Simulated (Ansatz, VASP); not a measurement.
**Sn in VASP and in Ansatz**

INCAR

```
  ALGO = Fast
  EDIFF = 1E-7
  ENCUT = 520
  GGA = PE
  ISIF = 2
  ISMEAR = 0
  LASPH = True
  LCHARG = False
  LREAL = False
  LWAVE = False
  NBANDS = 21
  NELM = 100
  PREC = Accurate
  SIGMA = 0.15
```

File KPOINTS:

```
k-points
0
Gamma
  12 12 12
```

File POSCAR:

```
Sn
1.0
    0.0000000000      3.2942840000      3.1969160000
    3.2942840000      0.0000000000      3.1969160000
    3.2942840000      3.2942840000      0.0000000000
Sn
2
Direct
    0.5000000000      0.5000000000      0.5000000000
    0.7500000000      0.7500000000      0.7500000000
```

Input for Ansatz:

```yaml
crystal:
  lattice:
    - [0.0, 3.294284, 3.196916]
    - [3.294284, 0.0, 3.196916]
    - [3.294284, 3.294284, 0.0]
  atoms:
    - { symbol: Sn, position: [0.5, 0.5, 0.5] }
    - { symbol: Sn, position: [0.75, 0.75, 0.75] }
basis:
  ecutwfc: 420
kpoints:
  mp_grid: { grid: [12, 12, 12] }
hamiltonian:
  xc: pbe
scf:
  occupations: { method: gaussian, width: 0.15 }
output:
  forces: true
  stress: true
  eigenvalues: true
```

Change from the starting cell: strain +0.015 along x and y, -0.015 along z, atoms carried along.

Alike in both runs: task single point; functional PBE; k mesh 12 × 12 × 12; occupations gaussian, width 0.15 eV; no spin polarisation.

```csv
,VASP,Ansatz
version,VASP 6.6.1,Ansatz 0.2.0
potentials or method,"VASP PAW PBE potentials, release 64 (Sn_d), cutoff 520 eV","scalar-relativistic, plane waves, PAW"
valence electrons in the cell,28,28
```

VASP gave:

- gap on the k mesh at the Fermi level (eV): none
- pressure (GPa): 2.4
- traceless stress, the component that is largest in VASP (GPa): 0.55

Question: Estimate Ansatz's values.

Answer: gap on the k mesh at the Fermi level (eV): none; pressure (GPa): 2.5; traceless stress, the component that is largest in VASP (GPa): 0.55.

A gap of «none» marks a metal or a gap that the smearing closes.
